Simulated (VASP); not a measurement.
**MgH2: single point with PBE**

MgH2:

```xyz
6
Lattice="3.0213 0.0000 0.0000 -1.5107 2.6166 0.0000 0.0000 0.0000 9.2060" Properties=species:S:1:pos:R:3 pbc="T T T"
Mg    0.0000    1.7444    2.7537
Mg    1.5107    0.8722    7.3566
H     0.0000    1.7444    6.4302
H     1.5107    0.8722    1.8272
H     0.0000    0.0000   -0.9260
H     0.0000    0.0000    3.6770
```

* Program: VASP 6.6.1
* Task: single point
* Functional: PBE
* Potentials or basis: VASP PAW PBE potentials, release 64 (Mg, H)
* Cutoff: 600 eV
* k mesh: 4 × 4 × 2
* Occupations: gaussian, width 0.15 eV
* Spin: no spin polarisation

```
Pressure               : 0.0 GPa
Largest force          : 0.008 eV/Å
Band gap on the k mesh : 4.36 eV, indirect (least direct gap 4.87 eV)
```

Forces in eV/Å, atoms in the order of the input:
```
Mg   0.000  0.000  0.003
Mg   0.000  0.000  0.003
H    0.000  0.000 -0.008
H    0.000  0.000 -0.008
H    0.000  0.000  0.004
H    0.000  0.000  0.004
```

Stress tensor (GPa, compression positive):
```
-0.13  0.00  0.00
 0.00 -0.13  0.00
 0.00  0.00  0.36
```

Levels at points of the mesh, in eV from the valence-band top:
| k point | band 2 | band 3 | band 4 | band 5 | band 6 | band 7 |
| --- | --- | --- | --- | --- | --- | --- |
| (0.00, 0.00, 0.00) | -5.35 | -2.09 | -0.57 | 5.52 | 9.49 | 11.37 |
| (0.50, 0.00, 0.00) | -1.90 | -0.77 | -0.52 | 4.36 | 4.81 | 6.19 |
| (0.00, 0.00, 0.50) | -5.61 | -1.38 | -1.38 | 7.10 | 7.10 | 12.67 |
| (0.50, 0.00, 0.50) | -1.99 | -0.65 | -0.65 | 4.73 | 4.73 | 6.24 |

Wall time 12 s on 1 thread of Intel(R) Xeon(R) Platinum 8488C (Sapphire Rapids) (shared host), peak memory 0.19 GiB.

Caveat: the k points lie up to 0.60 Å⁻¹ apart. PBE gaps usually lie below the measured ones, often by a third to a half.
